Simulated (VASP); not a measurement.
Here is a VASP 6.6.1 calculation.

INCAR

```
PREC     = Accurate       # precision mode
ENCUT    = 520            # plane-wave cutoff, eV
EDIFF    = 1E-6           # SCF threshold, eV
ISMEAR   = -1             # smearing method
SIGMA    = 0.03           # smearing width, eV
LREAL    = False          # projectors in reciprocal space
LASPH    = True           # aspherical terms in the spheres
NELM     = 80             # most SCF steps
ALGO     = Normal         # electronic algorithm
ISIF     = 2              # what is computed and relaxed
LWAVE    = False          # write WAVECAR
LCHARG   = False          # write CHGCAR
GGA      = CA             # functional
NBANDS   = 18             # bands
```

The input KPOINTS:

```
regular mesh
0
Gamma
  14 14 8
```

File POSCAR:

```
Au
1.0
    2.8608044381      0.0000000000      0.0000000000
   -1.4304022190      2.4775293187      0.0000000000
    0.0000000000      0.0000000000      4.8140459691
Au
2
Direct
    0.3333333333      0.6666666667      0.7500000000
    0.6666666667      0.3333333333      0.2500000000
```

Potentials or basis: VASP PAW LDA potentials, release 64 (Au).

Launch:

```bash
$ cat potpaw_LDA.64/Au/POTCAR > POTCAR
$ mpirun -np 1 vasp_std > vasp.out
```

(1) Estimate the pressure.

(2) What does it give for the band gap on the k mesh?

Results:

(1) -4.5 GPa.

(2) zero (band 11 reaches 13.15 eV, above the bottom of band 12 at 6.60 eV).

Caveat: spin-orbit coupling is left out, which moves the levels of the heavy elements.
